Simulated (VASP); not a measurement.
Write the native input for VASP 6.6.1 that does the following.

```
Task                   : single point
Functional             : LDA
Potentials or basis    : VASP PAW LDA potentials, release 64 (Se)
Cutoff                 : 520 eV
k mesh                 : 8 × 8 × 6
Occupations            : fermi-dirac, width 0.03 eV
Spin                   : no spin polarisation
Dipole correction      : no
Further INCAR settings : ALGO = Normal; EDIFF = 1e-06; NBANDS = 16
```

The structure of Se lies in POSCAR:

```
Se
1.0
    4.3551696776      0.0000000000      0.0000000000
   -2.1775848388      3.7716875786      0.0000000000
    0.0000000000      0.0000000000      5.0484390000
Se
3
Direct
    0.2170000000      0.0000000000      0.1666666667
    0.0000000000      0.2170000000      0.8333333333
    0.7830000000      0.7830000000      0.5000000000
```

This cell differs from its parent crystal: zz strain of +2 %.

The input as run:

INCAR

```
ALGO = Normal
EDIFF = 1E-6
ENCUT = 520
ISIF = 2
ISMEAR = -1
LASPH = T
LCHARG = F
LREAL = F
LWAVE = F
NBANDS = 16
NELM = 80
PREC = Accurate
SIGMA = 0.03
```

KPOINTS

```
k-points
0
Gamma
  8 8 6
```

Potentials or basis: VASP PAW LDA potentials, release 64 (Se).

Command:

```console
$ cat potpaw_LDA.64/Se/POTCAR > POTCAR
$ mpirun -np 1 vasp_std > vasp.out
```

It gave:

* Pressure: -0.1 GPa
* Largest force: 0.696 eV/Å
* Band gap on the k mesh: 0.88 eV (least direct gap 0.90 eV)

Caveat: the cell differs from its parent crystal (zz strain of +2 %).

It took 58 s on 1 thread of Intel Xeon 8259CL, with other jobs on the host, peak memory 0.19 GiB.
